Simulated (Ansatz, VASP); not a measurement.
One calculation of Hf, two programs

```
Hf
1.0
    -1.80500    1.80500    1.80500
     1.80500   -1.80500    1.80500
     1.80500    1.80500   -1.80500
Hf
1
Direct
  0.00000 0.00000 0.00000
```

Alike in both runs: task single point; functional PBE; k mesh 10 × 10 × 10; occupations gaussian, width 0.016 eV; no spin polarisation.

|  | VASP | Ansatz |
| --- | --- | --- |
| version | VASP 6.6.1 | Ansatz 0.2.0 |
| potentials or method | VASP PAW PBE potentials, release 64 (Hf_pv) | Ansatz PAW |
| plane-wave cutoff (eV) | 520 | 420 |
| valence electrons in the cell | 10 | 26 |

|  | VASP | Ansatz | Ansatz less VASP |
| --- | --- | --- | --- |
| gap on the k mesh at the Fermi level (eV) | none | none | - |
| pressure (GPa) | -5.3 | -5.0 | +0.34 |

A gap of «none» marks a metal or a gap that the smearing closes. With one functional, cell and mesh, what is left measures potentials, basis and numerics. VASP's potentials hold 10 valence electrons a cell and Ansatz's 26, so a difference there can come from the potentials and not from the codes.

Neither program's run includes spin-orbit coupling.
